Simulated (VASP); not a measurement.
# P in VASP: single point with r2SCAN

Aim: the single point of P with r2SCAN.

Everything below comes from runs of VASP 6.6.1. Logs are shortened: lines on timing, memory, paths and dates and some standing lists are left out, and cuts for length are marked.

### 1 The cell of the first run

The cell holds a slab with vacuum, 4 atoms: a = 3.382 Å, b = 35.903 Å, c = 4.771 Å, α = 90.00°, β = 90.00°, γ = 90.00°.

### 2 Single point, r2SCAN (strain +0.030 along x and y, +0.030 along z)

The input, POSCAR:

```
P
1.0
    3.3822395516      0.0000000000      0.0000000000
    0.0000000000     35.9027419197      0.0000000000
    0.0000000000      0.0000000000      4.7710472513
P
4
Direct
    0.0000000000      0.9702614300      0.5921507200
    0.0000000000      0.0297385700      0.4078492800
    0.5000000000      0.0297385700      0.0921507200
    0.5000000000      0.9702614300      0.9078492800
```

The input, INCAR.step1:

```
PREC = Accurate ; ENCUT = 520
ISMEAR = 0 ; SIGMA = 0.05
LREAL = F ; LASPH = T
NELM = 80 ; NBANDS = 18
GGA = PE ; ALGO = Normal
EDIFF = 1E-4 ; LWAVE = T
LCHARG = F
```

The input, INCAR.step2:

```
PREC = Accurate ; ENCUT = 520
EDIFF = 1E-6 ; ISMEAR = 0
SIGMA = 0.05 ; LREAL = F
LASPH = T ; NELM = 80
ALGO = Normal ; ISIF = 2
LWAVE = F ; LCHARG = T
METAGGA = R2SCAN ; LMIXTAU = T
LELF = T ; LVHAR = T
NBANDS = 18 ; ISTART = 1
```

The input, KPOINTS:

```
Automatic mesh
0
Gamma
  8 1 6
```

Potentials or basis: VASP PAW PBE potentials, release 64 (P).

On the command line:

```bash
> cat potpaw_PBE.64/P/POTCAR > POTCAR
> cp INCAR.step1 INCAR
> mpirun -np 1 vasp_std > vasp.out
> cp INCAR.step2 INCAR
> mpirun -np 1 vasp_std > vasp.out
```

OUTCAR:

```text
PREC = Accurate
   ENCUT = 520
   EDIFF = 1E-6
   ISMEAR = 0
   LREAL = F
   LASPH = T
   NELM = 80
   ISIF = 2
   METAGGA = R2SCAN
   ISTART = 1

 ion  position               nearest neighbor table
   1  0.000  0.970  0.592-   4 2.26   4 2.26   2 2.31
   2  0.000  0.030  0.408-   3 2.26   3 2.26   1 2.31
   3  0.500  0.030  0.092-   2 2.26   2 2.26   4 2.31
   4  0.500  0.970  0.908-   1 2.26   1 2.26   3 2.31

  LATTYP: Found a simple orthorhombic cell.
 ALAT       =     3.3822395516
 B/A-ratio  =     1.4106177811
 C/A-ratio  =    10.6150795566

  Lattice vectors:

 A1 = (  -3.3822395516,   0.0000000000,   0.0000000000)
 A2 = (   0.0000000000,   0.0000000000,   4.7710472513)
 A3 = (   0.0000000000,  35.9027419197,   0.0000000000)

Analysis of symmetry for initial positions (statically):
=====================================================================
 Subroutine PRICEL returns:
 Original cell was already a primitive cell.

 Routine SETGRP: Setting up the symmetry group for a
 simple orthorhombic supercell.

 Subroutine GETGRP returns: Found  8 space group operations
 (whereof  4 operations were pure point group operations)
 out of a pool of  8 trial point group operations.

The static configuration has the point symmetry C_2h.
 The point group associated with its full space group is D_2h.

Analysis of symmetry for dynamics (positions and initial velocities):
=====================================================================
 Subroutine PRICEL returns:
 Original cell was already a primitive cell.

 Routine SETGRP: Setting up the symmetry group for a
 simple orthorhombic supercell.

 Subroutine GETGRP returns: Found  8 space group operations
 (whereof  4 operations were pure point group operations)
 out of a pool of  8 trial point group operations.

The dynamic configuration has the point symmetry C_2h.
 The point group associated with its full space group is D_2h.

 Subroutine INISYM returns: Found  8 space group operations
 (whereof  4 operations are pure point group operations),
 and found     1 'primitive' translations

----------------------------------------------------------------------------------------

                                     Primitive cell

  volume of cell :     579.3563

  direct lattice vectors                    reciprocal lattice vectors
     3.382239552  0.000000000  0.000000000     0.295662086  0.000000000  0.000000000
     0.000000000 35.902741920  0.000000000     0.000000000  0.027853026  0.000000000
     0.000000000  0.000000000  4.771047251     0.000000000  0.000000000  0.209597589

  length of vectors
     3.382239552 35.902741920  4.771047251     0.295662086  0.027853026  0.209597589

  position of ions in fractional coordinates (direct lattice)
     0.000000000  0.970261430  0.592150720
     0.000000000  0.029738570  0.407849280
     0.500000000  0.029738570  0.092150720
     0.500000000  0.970261430  0.907849280

  ion indices of the primitive-cell ions
   primitive index   ion index
                 1           1
                 2           2
                 3           3
                 4           4

----------------------------------------------------------------------------------------

 KPOINTS: Automatic mesh

Automatic generation of k-mesh.
 Grid dimensions read from file:
 generate k-points for:    8    1    6

 Generating k-lattice:

  Cartesian coordinates                     Fractional coordinates (reciprocal lattice)
     0.036957761  0.000000000  0.000000000     0.125000000  0.000000000  0.000000000
     0.000000000  0.027853026  0.000000000     0.000000000  1.000000000  0.000000000
     0.000000000  0.000000000  0.034932931     0.000000000  0.000000000  0.166666667

  Length of vectors
     0.036957761  0.027853026  0.034932931

  Shift w.r.t. Gamma in fractional coordinates (k-lattice)
     0.000000000  0.000000000  0.000000000

 Subroutine IBZKPT returns following result:
 ===========================================

 Found     20 irreducible k-points:

 Following reciprocal coordinates:
            Coordinates               Weight
  0.000000  0.000000  0.000000      1.000000
  0.125000  0.000000  0.000000      2.000000
  0.250000  0.000000  0.000000      2.000000
  0.375000  0.000000  0.000000      2.000000
  0.500000  0.000000  0.000000      1.000000
  0.000000  0.000000  0.166667      2.000000
[... 12 lines left out ...]
  0.375000  0.000000  0.500000      2.000000
  0.500000  0.000000  0.500000      1.000000
   k-points           NKPTS =     20   k-points in BZ     NKDIM =     20   number of bands    NBANDS=     18
   number of dos      NEDOS =    301   number of ions     NIONS =      4
   total plane-waves  NPLWV = 272160
   dimension x,y,z NGX =    28 NGY =  270 NGZ =   36
   dimension x,y,z NGXF=    56 NGYF=  540 NGZF=   72
   ions per type =               4
   NGX,Y,Z   is equivalent  to a cutoff of  13.76, 12.50, 12.54 a.u.
   NGXF,Y,Z  is equivalent  to a cutoff of  27.53, 25.00, 25.09 a.u.
 SYSTEM =  unknown system
   PREC   = accura    normal or accurate (medium, high low for compatibility)
   ISTART =      1    job   : 0-new  1-cont  2-samecut
   ICHARG =      0    charge: 1-file 2-atom 10-const
   ISPIN  =      1    spin polarized calculation?
   LNONCOLLINEAR =      F non collinear calculations
   LSORBIT =      F    spin-orbit coupling
   LASPH  =      T    aspherical Exc in radial PAW
   ENCUT  =  520.0 eV  38.22 Ry    6.18 a.u.   6.29 66.76  8.87*2*pi/ulx,y,z
   NELM   =     80;   NELMIN=  2; NELMDL=  0     # of ELM steps
   EDIFF  = 0.1E-05   stopping-criterion for ELM
   LREAL  =      F    real-space projection
   EDIFFG = 0.1E-04   stopping-criterion for IOM
   NSW    =      0    number of steps for IOM
   IBRION =     -1    ionic relax: 0-MD 1-quasi-New 2-CG
   NFREE  =      0    steps in history (QN), initial steepest desc. (CG)
   ISIF   =      2    stress and relaxation
   ISYM   =      2    0-nonsym 1-usesym 2-fastsym
   POTIM  = 0.5000    time-step for ionic-motion
   TEBEG  =    0.0;   TEEND  =   0.0 temperature during run
   PSTRESS=    0.0 pullay stress
   NELECT =      20.0000    total number of electrons
   NUPDOWN=      -1.0000    fix difference up-down
   EMIN   =  10.00;   EMAX   =-10.00  energy-range for DOS
   EFERMI =   0.00;   METHOD = LEGACY
   ISMEAR =     0;   SIGMA  =   0.05  broadening in eV -4-tet -1-fermi 0-gaus
   EFERMI_NEDOS =   21; number of points for ismear=-14 and -15
   IALGO  =     38    algorithm
   IMIX   =      4    mixing-type and parameters
     AMIX     =   0.40;   BMIX     =  1.00
     AMIX_MAG =   1.60;   BMIX_MAG =  1.00
  volume/ion in A,a.u.               =     144.84       977.42
  Fermi-wavevector in a.u.,A,eV,Ry     =   0.533052  1.007322  3.866020  0.284144
  Thomas-Fermi vector in A             =   1.556821
   LORBIT       =      0    0 simple, 1 ext, 2 COOP (PROOUT), +10 PAW based schemes
   METAGGA = R2SCAN    functional components
   LHFCALC =     F    Hartree Fock is set to
   AEXX    =    0.0000 exact exchange contribution
   IVDW    =     0    specifies the selected vdW correction
   LEPSILON=     F    determine dielectric tensor
   LRPA    =     F    only Hartree local field effects (RPA)
 non-spin polarized calculation
 Gauss-broadening in eV      SIGMA  =   0.05
  energy-cutoff  :      520.00
  volume of cell :      579.36
 maximum number of plane-waves:     15654
 NGX is ok and might be reduce to    28
   NGX = 13   NGY =133   NGZ = 17

 number of electron      20.0000001 magnetization

 Free energy of the ion-electron system (eV)
  ---------------------------------------------------
  ext. energy  EPLUGINS =         0.00000000
  ---------------------------------------------------
  free energy    TOTEN  =       -35.64849255 eV

  energy without entropy =      -35.64849255  energy(sigma->0) =      -35.64849255

 E-fermi :  -3.6173     XC(G=0):  -1.6439

 val. band max:       -3.8413112673   @ k =   0.0000   0.0000   0.0000
 cond. band min:      -2.6525335123   @ k =   0.0000   0.0000   0.0000
 fundamental gap:      1.1887777550
 Fermi energy:        -3.6173277476

 k-point     1 :       0.0000    0.0000    0.0000
  band No.  band energies     occupation
      1     -18.9863      2.00000
      2     -16.6090      2.00000
      3     -13.3013      2.00000
      4      -9.4165      2.00000
      5      -8.8409      2.00000
      6      -8.0969      2.00000
[... 10 lines left out ...]
     17       1.5753      0.00000
     18       1.7135      0.00000

 k-point     2 :       0.1250    0.0000    0.0000
  band No.  band energies     occupation
      1     -18.8028      2.00000
      2     -16.4150      2.00000
      3     -13.3984      2.00000
      4      -9.2856      2.00000
      5      -9.0764      2.00000
      6      -8.0993      2.00000
[... 10 lines left out ...]
     17       1.5871      0.00000
     18       1.7791      0.00000

 k-point     3 :       0.2500    0.0000    0.0000
  band No.  band energies     occupation
      1     -18.2590      2.00000
      2     -15.8362      2.00000
      3     -13.8857      2.00000
      4     -10.2559      2.00000
      5      -9.1040      2.00000
      6      -8.9428      2.00000
[... 10 lines left out ...]
     17       2.0521      0.00000
     18       2.1831      0.00000

 k-point     4 :       0.3750    0.0000    0.0000
  band No.  band energies     occupation
      1     -17.3793      2.00000
      2     -14.9428      2.00000
      3     -14.8826      2.00000
      4     -11.9749      2.00000
      5      -9.2352      2.00000
      6      -8.6283      2.00000
[... 10 lines left out ...]
     17       3.0717      0.00000
     18       3.1050      0.00000

 k-point     5 :       0.5000    0.0000    0.0000
  band No.  band energies     occupation
      1     -16.2236      2.00000
      2     -16.2236      2.00000
      3     -13.5771      2.00000
      4     -13.5771      2.00000
      5      -8.8155      2.00000
      6      -8.8155      2.00000
[... 10 lines left out ...]
     17       3.4129      0.00000
     18       3.4129      0.00000

 k-point     6 :       0.0000    0.0000    0.1667
  band No.  band energies     occupation
      1     -18.8604      2.00000
      2     -16.8061      2.00000
      3     -13.2450      2.00000
      4     -10.2755      2.00000
      5      -8.2133      2.00000
      6      -7.6325      2.00000
[... 10 lines left out ...]
     17       1.6301      0.00000
     18       1.7255      0.00000

 k-point     7 :       0.1250    0.0000    0.1667
  band No.  band energies     occupation
      1     -18.6778      2.00000
      2     -16.6198      2.00000
      3     -13.3017      2.00000
      4     -10.2531      2.00000
      5      -8.3000      2.00000
      6      -8.2736      2.00000
[... 10 lines left out ...]
     17       1.7283      0.00000
     18       1.7815      0.00000

 k-point     8 :       0.2500    0.0000    0.1667
  band No.  band energies     occupation
      1     -18.1377      2.00000
      2     -16.0774      2.00000
      3     -13.6743      2.00000
      4     -10.6922      2.00000
      5      -9.2945      2.00000
      6      -8.7584      2.00000
[... 10 lines left out ...]
     17       2.2131      0.00000
     18       2.3714      0.00000
[... 145 lines left out ...]
     17       2.9816      0.00000
     18       2.9816      0.00000

 k-point    16 :       0.0000    0.0000    0.5000
  band No.  band energies     occupation
      1     -17.9471      2.00000
      2     -17.9471      2.00000
      3     -12.3112      2.00000
      4     -12.3112      2.00000
      5      -6.6724      2.00000
      6      -6.6724      2.00000
[... 10 lines left out ...]
     17       2.5838      0.00000
     18       2.5838      0.00000

 k-point    17 :       0.1250    0.0000    0.5000
  band No.  band energies     occupation
      1     -17.7700      2.00000
      2     -17.7700      2.00000
      3     -12.2732      2.00000
      4     -12.2732      2.00000
      5      -7.7294      2.00000
      6      -7.7294      2.00000
[... 10 lines left out ...]
     17       2.8584      0.00000
     18       2.8584      0.00000

 k-point    18 :       0.2500    0.0000    0.5000
  band No.  band energies     occupation
      1     -17.2544      2.00000
      2     -17.2544      2.00000
      3     -12.4050      2.00000
      4     -12.4050      2.00000
      5      -9.1251      2.00000
      6      -9.1251      2.00000
[... 10 lines left out ...]
     17       2.9468      0.00000
     18       2.9468      0.00000

 k-point    19 :       0.3750    0.0000    0.5000
  band No.  band energies     occupation
      1     -16.4846      2.00000
      2     -16.4846      2.00000
      3     -13.2130      2.00000
      4     -13.2130      2.00000
      5      -9.3075      2.00000
      6      -9.3075      2.00000
[... 10 lines left out ...]
     17       3.1390      0.00000
     18       3.1390      0.00000

 k-point    20 :       0.5000    0.0000    0.5000
  band No.  band energies     occupation
      1     -15.9358      2.00000
      2     -15.9358      2.00000
      3     -13.8965      2.00000
      4     -13.8965      2.00000
      5      -8.7279      2.00000
      6      -8.7279      2.00000
[... 10 lines left out ...]
     17       3.1232      0.00000
     18       3.1232      0.00000

------------------------ aborting loop because EDIFF is reached ----------------------------------------

  FORCE on cell =-STRESS in cart. coord.  units (eV):
  Direction    XX          YY          ZZ          XY          YZ          ZX
  --------------------------------------------------------------------------------------
  -------------------------------------------------------------------------------------
  Total       -4.0369955     -2.2200504     -3.1012553      0.0000000     -0.0000000      0.0000000
  in kB      -11.1640855     -6.1394254     -8.5763481      0.0000000     -0.0000000      0.0000000
  external PRESSURE =      -8.6266197 kB  Pullay stress =       0.0000000 kB

 VOLUME and BASIS-vectors are now :
 -----------------------------------------------------------------------------
  energy-cutoff  :      520.00
  volume of cell :      579.36
      direct lattice vectors                 reciprocal lattice vectors
     3.382239552  0.000000000  0.000000000     0.295662086  0.000000000  0.000000000
     0.000000000 35.902741920  0.000000000     0.000000000  0.027853026  0.000000000
     0.000000000  0.000000000  4.771047251     0.000000000  0.000000000  0.209597589

 POSITION                                       TOTAL-FORCE (eV/Angst)
 -----------------------------------------------------------------------------------
      0.00000     34.83505      2.82518         0.000000      0.515408      0.405085
      0.00000      1.06770      1.94587         0.000000     -0.515408     -0.405085
      1.69112      1.06770      0.43966         0.000000     -0.515408      0.405085
      1.69112     34.83505      4.33139         0.000000      0.515408     -0.405085
 -----------------------------------------------------------------------------------
    total drift:                               -0.000000      0.000000     -0.000000

  FREE ENERGIE OF THE ION-ELECTRON SYSTEM (eV)
  ---------------------------------------------------
  free  energy   TOTEN  =       -35.6484925521 eV

  energy  without entropy=      -35.6484925521  energy(sigma->0) =      -35.64849255
```

It took 20 min on 1 thread of Intel Xeon Platinum 8259CL at 2.50GHz (Skylake/Cascade Lake), shared host; peak memory 0.74 GiB.

What came out:

| Quantity | Value |
| --- | --- |
| Free energy | -35.6485 eV |
| Largest force | 0.656 eV/Å |
| Band gap on the k mesh | 1.19 eV, direct |

Forces on the atoms (eV/Å):
```
P    0.000  0.515  0.405
P    0.000 -0.515 -0.405
P    0.000 -0.515  0.405
P    0.000  0.515 -0.405
```

Caveat: the cell differs from its parent crystal (strain +0.030 along x and y, +0.030 along z); the PAW data sets were made with another functional, which shifts forces and pressure a little.
